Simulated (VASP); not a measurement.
NbTe: single point with PBE

NbTe:

```xyz
2
Lattice="3.7030 0.0000 0.0000 -1.8515 3.2069 0.0000 0.0000 0.0000 3.6942" Properties=species:S:1:pos:R:3 pbc="T T T"
Nb    0.0000    0.0000    1.8471
Te    1.8515    1.0690    0.0000
```

```
Program                : VASP 6.6.1
Task                   : single point
Functional             : PBE
Potentials or basis    : VASP PAW PBE potentials, release 64 (Nb_sv, Te)
Cutoff                 : 500 eV
k mesh                 : 3 × 3 × 1
Occupations            : fermi-dirac, width 0.037 eV
Spin                   : no spin polarisation
Dipole correction      : no
Further INCAR settings : ALGO = Normal; EDIFF = 1e-06; NBANDS = 16
```

The pressure is 5.5 GPa.

Stress tensor (GPa, compression positive):
```
-3.25  0.00  0.00
 0.00 -3.25  0.00
 0.00  0.00 22.86
```

Levels at points of the mesh, in eV from the Fermi level:
```
           k point  band 5  band 6  band 7  band 8  band 9  band 10  band 11  band 12  band 13  band 14
(0.00, 0.00, 0.00)  -14.22   -3.27   -3.27   -2.96   -2.47     0.28     0.28     2.47     2.47     2.76
```

Wall time 9.6 s on 1 thread of Intel Xeon 8259CL (shared host), peak memory 0.15 GiB.

Caveat: the k points lie up to 1.70 Å⁻¹ apart; spin-orbit coupling is left out, which moves the levels of the heavy elements.
